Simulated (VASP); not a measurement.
## Mo: relaxation of cell and atoms with PBE

The system is Mo.

```
Mo
1.0
     4.31038    0.00000    0.00000
    -2.15519    3.73289    0.00000
     0.00000    0.00000    2.67243
Mo
3
Direct
  0.00000 0.00000 0.00000
  0.33333 0.66667 0.50000
  0.66667 0.33333 0.50000
```

This isn't the form of Mo at room conditions, which is bcc.

- Program: VASP 6.6.1
- Task: relaxation of cell and atoms
- Functional: PBE
- Potentials or basis: VASP PAW PBE potentials, release 64 (Mo_sv)
- Cutoff: 600 eV
- k mesh: 9 × 9 × 12
- Occupations: fermi-dirac, width 0.05 eV
- Spin: no spin polarisation
- Target pressure: 31 GPa
- Dipole correction: no
- Further INCAR settings: ALGO = Normal; EDIFF = 1e-06; IBRION = 2; EDIFFG = -0.005; NSW = 60; ISIF = 3

```
Relaxed volume                                             : 14.54 Å³/atom
Relaxed cell                                               : a = 4.492 Å, b = 4.492 Å, c = 2.497 Å, α = 90.00°, β = 90.00°, γ = 120.00°
Space group after relaxing (to 0.1 Å)                      : P6/mmm (No. 191)
Energy change on relaxing (the run minimises the enthalpy) : -162.0 meV/atom
Ionic steps                                                : 8
Pressure after relaxing                                    : 31.0 GPa
Band gap on the k mesh                                     : zero (bands 21 and 22 overlap by 1.39 eV)
```

The path:
```
step  energy change (eV)  largest force (eV/Å)  pressure (GPa)  volume (Å³)
   1              0.0000                0.0000           34.74        43.00
   2             -0.6971                0.0000           20.49        44.96
   3             -0.6793                0.0000           21.09        44.87
   4              0.0202                0.0000           45.44        42.30
   5             -0.5767                0.0000           27.04        44.14
   6             -0.5689                0.0000           27.39        44.10
   7             -0.4054                0.0000           34.04        43.24
   8             -0.4860                0.0000           30.98        43.62
```

Final structure:
```yaml
crystal:
  lattice:
    - [4.49161, 0.00000, 0.00000]
    - [-2.24580, 3.88985, 0.00000]
    - [0.00000, 0.00000, 2.49678]
  atoms:
    - { symbol: Mo, position: [0.00000, 0.00000, 0.00000] }
    - { symbol: Mo, position: [0.33333, 0.66667, 0.50000] }
    - { symbol: Mo, position: [0.66667, 0.33333, 0.50000] }
```

Levels at points of the mesh, in eV from the Fermi level:
| k point | band 19 | band 20 | band 21 | band 22 | band 23 | band 24 |
| --- | --- | --- | --- | --- | --- | --- |
| (0.00, 0.00, 0.00) | -2.20 | -2.20 | -0.57 | -0.57 | 1.84 | 1.84 |
| (0.00, 0.00, 0.50) | -1.23 | -1.23 | 0.16 | 0.16 | 2.83 | 2.83 |

It took 3.3 min on 1 thread of Intel(R) Xeon(R) 6975P-C (Granite Rapids), on a shared host, peak memory 0.24 GiB.

Caveat: the cell is relaxed towards a set pressure, so the run minimises the enthalpy, not the energy.
